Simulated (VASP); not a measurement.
## TaSi2: single point with PBEsol

Crystal: TaSi2.

```
Ta Si
1.0
     4.47533    0.00000    0.00000
    -2.23767    4.12314    0.00000
     0.00000    0.00000    6.55614
Ta Si
3 6
Direct
  0.50000 0.00000 0.00000
  0.50000 0.50000 0.66667
  0.00000 0.50000 0.33333
  0.15928 0.31857 0.00000
  0.84072 0.15928 0.66667
  0.68143 0.84072 0.33333
  0.84072 0.68143 0.00000
  0.15928 0.84072 0.66667
  0.31857 0.15928 0.33333
```

This cell differs from its parent crystal: strain -0.0600 x Voigt [1, 0, 0, 0, 0, 0].

```json
{"Program": "VASP 6.6.1", "Task": "single point", "Functional": "PBEsol", "Potentials or basis": "VASP PAW PBE potentials, release 64 (Ta_pv, Si)", "Cutoff": "520 eV", "k mesh": "12 × 12 × 6", "Occupations": "gaussian, width 0.15 eV", "Spin": "no spin polarisation"}
```

The pressure is 14.5 GPa. The largest force is 0.305 eV/Å and the band gap on the k mesh is zero (an odd number of electrons rules out a gap without spin polarisation).

Forces in eV/Å, atoms in the order of the input:
```
Ta   0.000  0.000  0.000
Ta   0.000  0.000 -0.222
Ta   0.000  0.000  0.222
Si   0.000  0.173  0.000
Si  -0.230 -0.105 -0.171
Si  -0.230  0.105  0.171
Si   0.000 -0.173  0.000
Si   0.230  0.105 -0.171
Si   0.230 -0.105  0.171
```

Stress tensor (GPa, compression positive):
```
29.58  0.00  0.00
 0.00  6.43  0.00
 0.00  0.00  7.39
```

Levels at points of the mesh, in eV from the Fermi level:
| k point | band 25 | band 26 | band 27 | band 28 | band 29 | band 30 | band 31 | band 32 |
| --- | --- | --- | --- | --- | --- | --- | --- | --- |
| (0.00, 0.00, 0.00) | -2.54 | -2.34 | -2.04 | -1.90 | -1.26 | 0.60 | 3.06 | 3.23 |
| (0.50, 0.00, 0.00) | -1.93 | -1.09 | -0.88 | -0.26 | 0.04 | 0.96 | 1.31 | 1.90 |
| (0.00, 0.50, 0.00) | -2.33 | -1.32 | -0.97 | -0.27 | -0.18 | 0.72 | 1.35 | 1.57 |
| (0.00, 0.00, 0.50) | -2.42 | -1.73 | -1.72 | -1.34 | 0.83 | 0.92 | 2.59 | 3.26 |
| (0.50, 0.00, 0.50) | -2.26 | -2.21 | -1.77 | -0.60 | 0.07 | 1.63 | 2.32 | 2.74 |
| (0.00, 0.50, 0.50) | -2.05 | -1.99 | -1.79 | -0.98 | -0.22 | 1.64 | 2.05 | 2.49 |

It took 21 min on 1 thread of Intel Xeon 8259CL, with other jobs on the host, peak memory 0.68 GiB.

Caveat: the cell differs from its parent crystal (strain -0.0600 x Voigt [1, 0, 0, 0, 0, 0]); the stress differs along the axes, from 6 to 30 GPa; the PAW data sets were made with another functional, which shifts forces and pressure a little; spin-orbit coupling is left out, which moves the levels of the heavy elements.
